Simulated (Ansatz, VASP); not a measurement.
**CdSe: VASP beside Ansatz**

File INCAR:

```
SYSTEM = CdSe
PREC = Accurate ; ENCUT = 520
EDIFF = 1E-6 ; ISMEAR = -1
SIGMA = 0.03 ; LREAL = .False.
LASPH = .True. ; NELM = 80
ALGO = Normal ; ISIF = 2
LWAVE = .False. ; LCHARG = .False.
NBANDS = 16
```

The input KPOINTS:

```
regular mesh
0
Gamma
  8 8 8
  0 0 0
```

The input POSCAR:

```
CdSe
1.0
    0.0000000000      3.0702711986      2.9781630626
    3.0702711986      0.0000000000      2.9781630626
    3.0702711986      3.0702711986      0.0000000000
Cd Se
1 1
Direct
    0.0000000000      0.0000000000      0.0000000000
    0.2500000000      0.2500000000      0.2500000000
```

Input for Ansatz:

```yaml
crystal:
  lattice:
    - [0.0, 3.0702711986, 2.9781630626]
    - [3.0702711986, 0.0, 2.9781630626]
    - [3.0702711986, 3.0702711986, 0.0]
  atoms:
    - { symbol: Cd, position: [0.0, 0.0, 0.0] }
    - { symbol: Se, position: [0.25, 0.25, 0.25] }
kpoints:
  mp_grid: { grid: [8, 8, 8] }
  band_path:
    path:
      - [0.0, 0.0, 0.0]
      - [0.0, 0.5, 0.5]
      - [0.25, 0.75, 0.5]
      - [0.0, 0.5, 0.0]
      - [0.0, 0.0, 0.0]
      - [0.5, 0.5, 0.0]
      - [0.3828515251, 0.6171484749, 0.0]
      - [-0.3828515251, 0.3828515251, 0.0]
      - [0.0, 0.0, 0.0]
    npoints: 5
scf:
  occupations: { method: fermi_dirac, width: 0.03 }
hamiltonian:
  xc: lda
  pseudopotentials: { kind: all_electron, lapw: { basis_error: 0.001 } }
output:
  forces: true
  stress: true
  eigenvalues: true
```

Change from the starting cell: zz strain of -3 %.

Alike in both runs: task single point; functional LDA; k mesh 8 × 8 × 8; occupations fermi-dirac, width 0.03 eV; no spin polarisation.

|  | VASP | Ansatz |
| --- | --- | --- |
| version | VASP 6.6.1 | Ansatz 0.2.0 |
| potentials or method | VASP PAW LDA potentials, release 64 (Cd, Se), cutoff 520 eV | all-electron LAPW, scalar-relativistic |

|  | VASP | Ansatz | Ansatz less VASP |
| --- | --- | --- | --- |
| pressure (GPa) | -1.5 | -1.9 | -0.40 |
| traceless stress, the component that is largest in VASP (GPa) | 0.39 | 0.40 | +0.010 |

LDA's correlation is that of Perdew and Zunger in VASP and of Perdew and Wang (1992) in Ansatz. Ansatz ran all-electron here, and VASP with PAW potentials.
